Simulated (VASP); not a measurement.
Input of a VASP 6.6.1 run:

File POSCAR:

```
CdTe
1.0
    0.0000000000      3.2306097910      3.2306097910
    3.2306097910      0.0000000000      3.2306097910
    3.2306097910      3.2306097910      0.0000000000
Cd Te
1 1
Direct
    0.0000000000      0.0000000000      0.0000000000
    0.7500000000      0.7500000000      0.7500000000
```

The input INCAR.step1:

```
  ALGO = Normal
  EDIFF = 1E-4
  ENCUT = 520
  GGA = PE
  ISMEAR = 0
  LASPH = True
  LCHARG = False
  LREAL = False
  LWAVE = True
  NBANDS = 16
  NELM = 100
  PREC = Accurate
  SIGMA = 0.01
```

INCAR.step2

```
  ALGO = Normal
  EDIFF = 1E-7
  ENCUT = 520
  ISIF = 2
  ISMEAR = 0
  ISTART = 1
  LASPH = True
  LCHARG = False
  LMIXTAU = True
  LREAL = False
  LWAVE = False
  METAGGA = R2SCAN
  NBANDS = 16
  NELM = 100
  PREC = Accurate
  SIGMA = 0.01
```

KPOINTS

```
k-points
0
Gamma
  8 8 8
```

Potentials or basis: VASP PAW PBE potentials, release 64 (Cd, Te).

Run with:

```console
$ cat potpaw_PBE.64/Cd/POTCAR potpaw_PBE.64/Te/POTCAR > POTCAR
$ cp INCAR.step1 INCAR
$ mpirun -np 1 vasp_std > vasp.out
$ cp INCAR.step2 INCAR
$ mpirun -np 1 vasp_std > vasp.out
```

(1) What does it give for the band gap on the k mesh?

(2) Estimate the pressure.

Answers

(1) 1.30 eV.

(2) 2.1 GPa.

Caveat: the PAW data sets were made with another functional, which shifts forces and pressure a little; spin-orbit coupling is left out, which moves the levels of the heavy elements.
